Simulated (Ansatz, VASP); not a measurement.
## In5P3: VASP beside Ansatz

```
CELL_PARAMETERS angstrom
5.73387 0.00000 0.00000
0.00000 5.73387 0.00000
0.00000 0.00000 5.73387
ATOMIC_POSITIONS crystal
In 0.00000 0.00000 0.00000
In 0.50000 0.50000 0.50000
In 0.00000 0.50000 0.50000
In 0.50000 0.00000 0.50000
In 0.50000 0.50000 0.00000
P 0.50000 0.00000 0.00000
P 0.00000 0.50000 0.00000
P 0.00000 0.00000 0.50000
```

Alike in both runs: functional PBE; k mesh 4 × 4 × 4; occupations gaussian, width 0.1 eV; no spin polarisation.

Ansatz relaxed the structure, and its values are those at the end. VASP's run is a single point on that final structure, the one shown.

```csv
,VASP,Ansatz
version,VASP 6.6.1,Ansatz 0.2.0
potentials or method,"VASP PAW PBE potentials, release 64 (In_d, P), cutoff 520 eV","scalar-relativistic, plane waves, PAW"
valence electrons in the cell,80,80
```

```csv
,VASP,Ansatz,Ansatz less VASP
gap on the k mesh at the Fermi level (eV),none,none,-
pressure (GPa),-0.2,-0.2,+0.02
```

A gap of «none» marks a metal or a gap that the smearing closes.
